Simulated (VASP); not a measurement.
# BN (v.b) (F-43m) in VASP: single point with PBE

Aim: the single point of BN (v.b) with PBE.

Program: VASP 6.6.1. These are calculated values, not measurements. Logs are shortened: lines on timing, memory, paths and dates and some standing lists are left out, and cuts for length are marked.

**1. The cell of the first run**

The structure is cubic, space group F-43m (No. 216). The conventional cell has a = 3.624 Å, b = 3.624 Å, c = 3.624 Å, α = 90.00°, β = 90.00°, γ = 90.00°. B (site symmetry -43m) has 4 N at 1.57 Å within 2.1 Å. Within 2.1 Å of N (site symmetry -43m) lie 4 B at 1.57 Å.

**2. Single point, PBE**

INCAR

```
SYSTEM = BN
ALGO     = Normal         ! electronic algorithm
EDIFF    = 1E-6           ! SCF threshold, eV
ENCUT    = 600            ! plane-wave cutoff, eV
GGA      = PE             ! functional
GGA_COMPAT= .FALSE.      
ISIF     = 2              ! what is computed and relaxed
ISMEAR   = 0              ! smearing method
LASPH    = .TRUE.         ! aspherical terms in the spheres
LCHARG   = .FALSE.        ! write CHGCAR
LREAL    = .FALSE.        ! projectors in reciprocal space
LWAVE    = .FALSE.        ! write WAVECAR
NBANDS   = 11             ! bands
NELM     = 120            ! most SCF steps
PREC     = Accurate       ! precision mode
SIGMA    = 0.02           ! smearing width, eV
```

KPOINTS

```
k-points
0
G
  12 12 12
  0 0 0
```

POSCAR

```
BN
1.0
    0.0000000000      1.8120264353      1.8120264353
    1.8120264353      0.0000000000      1.8120264353
    1.8120264353      1.8120264353      0.0000000000
B N
1 1
Direct
    0.0000000000      0.0000000000      0.0000000000
    0.2500000000      0.2500000000      0.2500000000
```

Potentials or basis: VASP PAW PBE potentials, release 64 (B, N).

The run is started by

```console
cat potpaw_PBE.64/B/POTCAR potpaw_PBE.64/N/POTCAR > POTCAR
mpirun -np 1 vasp_std > vasp.out
```

OUTCAR:

```text
SYSTEM = BN
   EDIFF = 1E-6
   ENCUT = 600
   GGA = PE
   ISIF = 2
   ISMEAR = 0
   LASPH = .TRUE.
   LREAL = .FALSE.
   NELM = 120
   PREC = Accurate

 ion  position               nearest neighbor table
   1  0.000  0.000  0.000-   2 1.57   2 1.57   2 1.57   2 1.57
   2  0.250  0.250  0.250-   1 1.57   1 1.57   1 1.57   1 1.57

  LATTYP: Found a face centered cubic cell.
 ALAT       =     3.6240528706

  Lattice vectors:

 A1 = (   0.0000000000,   1.8120264353,   1.8120264353)
 A2 = (   1.8120264353,   0.0000000000,   1.8120264353)
 A3 = (   1.8120264353,   1.8120264353,   0.0000000000)

Analysis of symmetry for initial positions (statically):
=====================================================================
 Subroutine PRICEL returns:
 Original cell was already a primitive cell.

 Routine SETGRP: Setting up the symmetry group for a
 face centered cubic supercell.

 Subroutine GETGRP returns: Found 24 space group operations
 (whereof 24 operations were pure point group operations)
 out of a pool of 48 trial point group operations.

The static configuration has the point symmetry T_d .

Analysis of symmetry for dynamics (positions and initial velocities):
=====================================================================
 Subroutine PRICEL returns:
 Original cell was already a primitive cell.

 Routine SETGRP: Setting up the symmetry group for a
 face centered cubic supercell.

 Subroutine GETGRP returns: Found 24 space group operations
 (whereof 24 operations were pure point group operations)
 out of a pool of 48 trial point group operations.

The dynamic configuration has the point symmetry T_d .

 Subroutine INISYM returns: Found 24 space group operations
 (whereof 24 operations are pure point group operations),
 and found     1 'primitive' translations

----------------------------------------------------------------------------------------

                                     Primitive cell

  volume of cell :      11.8994

  direct lattice vectors                    reciprocal lattice vectors
     0.000000000  1.812026435  1.812026435    -0.275934164  0.275934164  0.275934164
     1.812026435  0.000000000  1.812026435     0.275934164 -0.275934164  0.275934164
     1.812026435  1.812026435  0.000000000     0.275934164  0.275934164 -0.275934164

  length of vectors
     2.562592360  2.562592360  2.562592360     0.477931992  0.477931992  0.477931992

  position of ions in fractional coordinates (direct lattice)
     0.000000000  0.000000000  0.000000000
     0.250000000  0.250000000  0.250000000

  ion indices of the primitive-cell ions
   primitive index   ion index
                 1           1
                 2           2

----------------------------------------------------------------------------------------

 KPOINTS: k-points

Automatic generation of k-mesh.
 Grid dimensions read from file:
 generate k-points for:   12   12   12

 Generating k-lattice:

  Cartesian coordinates                     Fractional coordinates (reciprocal lattice)
    -0.022994514  0.022994514  0.022994514     0.083333333  0.000000000  0.000000000
     0.022994514 -0.022994514  0.022994514     0.000000000  0.083333333  0.000000000
     0.022994514  0.022994514 -0.022994514     0.000000000  0.000000000  0.083333333

  Length of vectors
     0.039827666  0.039827666  0.039827666

  Shift w.r.t. Gamma in fractional coordinates (k-lattice)
     0.000000000  0.000000000  0.000000000

 Subroutine IBZKPT returns following result:
 ===========================================

 Found     72 irreducible k-points:

 Following reciprocal coordinates:
            Coordinates               Weight
  0.000000  0.000000  0.000000      1.000000
  0.083333  0.000000  0.000000      8.000000
  0.166667  0.000000  0.000000      8.000000
  0.250000  0.000000  0.000000      8.000000
  0.333333  0.000000  0.000000      8.000000
  0.416667  0.000000  0.000000      8.000000
[... 16 lines left out ...]
  0.500000  0.166667  0.000000     24.000000
 -0.416667  0.166667  0.000000     24.000000
 [... further k-points ...]
   k-points           NKPTS =     72   k-points in BZ     NKDIM =     72   number of bands    NBANDS=     11
   number of dos      NEDOS =    301   number of ions     NIONS =      2
   total plane-waves  NPLWV =   8000
   dimension x,y,z NGX =    20 NGY =   20 NGZ =   20
   dimension x,y,z NGXF=    40 NGYF=   40 NGZF=   40
   ions per type =               1   1
   NGX,Y,Z   is equivalent  to a cutoff of  12.97, 12.97, 12.97 a.u.
   NGXF,Y,Z  is equivalent  to a cutoff of  25.95, 25.95, 25.95 a.u.
 SYSTEM =  BN
   PREC   = accura    normal or accurate (medium, high low for compatibility)
   ISTART =      0    job   : 0-new  1-cont  2-samecut
   ICHARG =      2    charge: 1-file 2-atom 10-const
   ISPIN  =      1    spin polarized calculation?
   LNONCOLLINEAR =      F non collinear calculations
   LSORBIT =      F    spin-orbit coupling
   LASPH  =      T    aspherical Exc in radial PAW
   ENCUT  =  600.0 eV  44.10 Ry    6.64 a.u.   5.12  5.12  5.12*2*pi/ulx,y,z
   NELM   =    120;   NELMIN=  2; NELMDL= -5     # of ELM steps
   EDIFF  = 0.1E-05   stopping-criterion for ELM
   LREAL  =      F    real-space projection
   EDIFFG = 0.1E-04   stopping-criterion for IOM
   NSW    =      0    number of steps for IOM
   IBRION =     -1    ionic relax: 0-MD 1-quasi-New 2-CG
   NFREE  =      0    steps in history (QN), initial steepest desc. (CG)
   ISIF   =      2    stress and relaxation
   ISYM   =      2    0-nonsym 1-usesym 2-fastsym
   POTIM  = 0.5000    time-step for ionic-motion
   TEBEG  =    0.0;   TEEND  =   0.0 temperature during run
   PSTRESS=    0.0 pullay stress
   NELECT =       8.0000    total number of electrons
   NUPDOWN=      -1.0000    fix difference up-down
   EMIN   =  10.00;   EMAX   =-10.00  energy-range for DOS
   EFERMI =   0.00;   METHOD = LEGACY
   ISMEAR =     0;   SIGMA  =   0.02  broadening in eV -4-tet -1-fermi 0-gaus
   EFERMI_NEDOS =   21; number of points for ismear=-14 and -15
   IALGO  =     38    algorithm
   IMIX   =      4    mixing-type and parameters
     AMIX     =   0.40;   BMIX     =  1.00
     AMIX_MAG =   1.60;   BMIX_MAG =  1.00
  volume/ion in A,a.u.               =       5.95        40.15
  Fermi-wavevector in a.u.,A,eV,Ry     =   1.434158  2.710165 27.984583  2.056809
  Thomas-Fermi vector in A             =   2.553597
   LORBIT       =      0    0 simple, 1 ext, 2 COOP (PROOUT), +10 PAW based schemes
   GGA     = PE    functional components
   LHFCALC =     F    Hartree Fock is set to
   AEXX    =    0.0000 exact exchange contribution
   IVDW    =     0    specifies the selected vdW correction
   LEPSILON=     F    determine dielectric tensor
   LRPA    =     F    only Hartree local field effects (RPA)
 non-spin polarized calculation
 Gauss-broadening in eV      SIGMA  =   0.02
  energy-cutoff  :      600.00
  volume of cell :       11.90
 maximum number of plane-waves:       415
   NGX = 11   NGY = 11   NGZ = 11

 number of electron       7.9999999 magnetization

 Free energy of the ion-electron system (eV)
  ---------------------------------------------------
  ext. energy  EPLUGINS =         0.00000000
  ---------------------------------------------------
  free energy    TOTEN  =       -17.45462751 eV

  energy without entropy =      -17.45462751  energy(sigma->0) =      -17.45462751

 E-fermi :   7.4119     XC(G=0): -12.7852

 val. band max:        7.3103989729   @ k =   0.0000   0.0000   0.0000
 cond. band min:      11.7619035966   @ k =   0.5000   0.5000   0.0000
 fundamental gap:      4.4515046237
 Fermi energy:         7.4119491694

 k-point     1 :       0.0000    0.0000    0.0000
  band No.  band energies     occupation
      1     -12.8353      2.00000
      2       7.3104      2.00000
      3       7.3104      2.00000
      4       7.3104      2.00000
      5      16.0944      0.00000
      6      16.0944      0.00000
      7      16.0944      0.00000
      8      17.5386      0.00000
      9      31.9220      0.00000
     10      34.9855      0.00000
     11      34.9855      0.00000

 k-point     2 :       0.0833    0.0000    0.0000
  band No.  band energies     occupation
      1     -12.6673      2.00000
      2       6.4027      2.00000
      3       7.1313      2.00000
      4       7.1313      2.00000
      5      16.2933      0.00000
      6      16.3664      0.00000
      7      16.3664      0.00000
      8      18.1079      0.00000
      9      31.7348      0.00000
     10      32.7901      0.00000
     11      32.7901      0.00000

 k-point     3 :       0.1667    0.0000    0.0000
  band No.  band energies     occupation
      1     -12.1697      2.00000
      2       4.3140      2.00000
      3       6.6952      2.00000
      4       6.6952      2.00000
      5      16.5903      0.00000
      6      16.9986      0.00000
      7      16.9986      0.00000
      8      19.4435      0.00000
      9      31.2076      0.00000
     10      31.2433      0.00000
     11      31.2433      0.00000

 k-point     4 :       0.2500    0.0000    0.0000
  band No.  band energies     occupation
      1     -11.3663      2.00000
      2       1.8617      2.00000
      3       6.1912      2.00000
      4       6.1912      2.00000
      5      16.8785      0.00000
      6      17.6037      0.00000
      7      17.6037      0.00000
      8      20.7823      0.00000
      9      30.6653      0.00000
     10      30.8389      0.00000
     11      30.8389      0.00000

 k-point     5 :       0.3333    0.0000    0.0000
  band No.  band energies     occupation
      1     -10.3205      2.00000
      2      -0.5130      2.00000
      3       5.7611      2.00000
      4       5.7611      2.00000
      5      17.1305      0.00000
      6      17.9171      0.00000
      7      17.9171      0.00000
      8      21.7558      0.00000
      9      30.4362      0.00000
     10      31.6228      0.00000
     11      31.6228      0.00000
[... 211 lines left out ...]
 k-point    21 :       0.3333    0.1667    0.0000
  band No.  band energies     occupation
      1     -10.4876      2.00000
      2       1.2600      2.00000
      3       4.5611      2.00000
      4       4.8380      2.00000
      5      15.3716      0.00000
      6      19.5130      0.00000
      7      20.0417      0.00000
      8      20.0536      0.00000
      9      26.7021      0.00000
     10      33.6177      0.00000
     11      35.3428      0.00000

 k-point    22 :       0.4167    0.1667    0.0000
  band No.  band energies     occupation
      1      -9.4315      2.00000
      2      -0.8167      2.00000
      3       4.1937      2.00000
      4       4.3784      2.00000
      5      15.7791      0.00000
      6      19.6402      0.00000
      7      20.1299      0.00000
      8      20.9993      0.00000
      9      27.6107      0.00000
     10      33.3971      0.00000
     11      35.6090      0.00000

 k-point    23 :       0.5000    0.1667    0.0000
  band No.  band energies     occupation
      1      -8.4757      2.00000
      2      -2.3576      2.00000
      3       3.6117      2.00000
      4       4.4503      2.00000
      5      16.1349      0.00000
      6      19.5706      0.00000
      7      19.8897      0.00000
      8      22.2934      0.00000
      9      27.9849      0.00000
     10      33.5695      0.00000
     11      34.8132      0.00000

 k-point    24 :      -0.4167    0.1667    0.0000
  band No.  band energies     occupation
      1      -8.2934      2.00000
      2      -2.6228      2.00000
      3       3.2126      2.00000
      4       4.7627      2.00000
      5      16.5856      0.00000
      6      19.4236      0.00000
      7      19.4970      0.00000
      8      22.9029      0.00000
      9      28.2717      0.00000
     10      32.5681      0.00000
     11      33.8400      0.00000

 [... further k-points ...]

------------------------ aborting loop because EDIFF is reached ----------------------------------------

  FORCE on cell =-STRESS in cart. coord.  units (eV):
  Direction    XX          YY          ZZ          XY          YZ          ZX
  --------------------------------------------------------------------------------------
  -------------------------------------------------------------------------------------
  Total        0.0122591      0.0122591      0.0122591     -0.0000000      0.0000000      0.0000000
  in kB        1.6506089      1.6506089      1.6506089     -0.0000000      0.0000000      0.0000000
  external PRESSURE =       1.6506089 kB  Pullay stress =       0.0000000 kB

 VOLUME and BASIS-vectors are now :
 -----------------------------------------------------------------------------
  energy-cutoff  :      600.00
  volume of cell :       11.90
      direct lattice vectors                 reciprocal lattice vectors
     0.000000000  1.812026435  1.812026435    -0.275934164  0.275934164  0.275934164
     1.812026435  0.000000000  1.812026435     0.275934164 -0.275934164  0.275934164
     1.812026435  1.812026435  0.000000000     0.275934164  0.275934164 -0.275934164

 POSITION                                       TOTAL-FORCE (eV/Angst)
 -----------------------------------------------------------------------------------
      0.00000      0.00000      0.00000         0.000000      0.000000      0.000000
      0.90601      0.90601      0.90601        -0.000000     -0.000000     -0.000000
 -----------------------------------------------------------------------------------
    total drift:                                0.000000      0.000000      0.000000

  FREE ENERGIE OF THE ION-ELECTRON SYSTEM (eV)
  ---------------------------------------------------
  free  energy   TOTEN  =       -17.4546275075 eV

  energy  without entropy=      -17.4546275075  energy(sigma->0) =      -17.45462751
```

Wall time 4.1 s (1 thread of Intel Xeon 6975P-C (Granite Rapids), shared host); peak memory 0.12 GiB.

What came out:

```
Free energy            : -17.4546 eV
Pressure               : 0.2 GPa
Band gap on the k mesh : 4.45 eV, indirect (least direct gap 8.78 eV)
```

A k mesh can miss the band edges. PBE gaps usually lie below the measured ones, often by a third to a half.
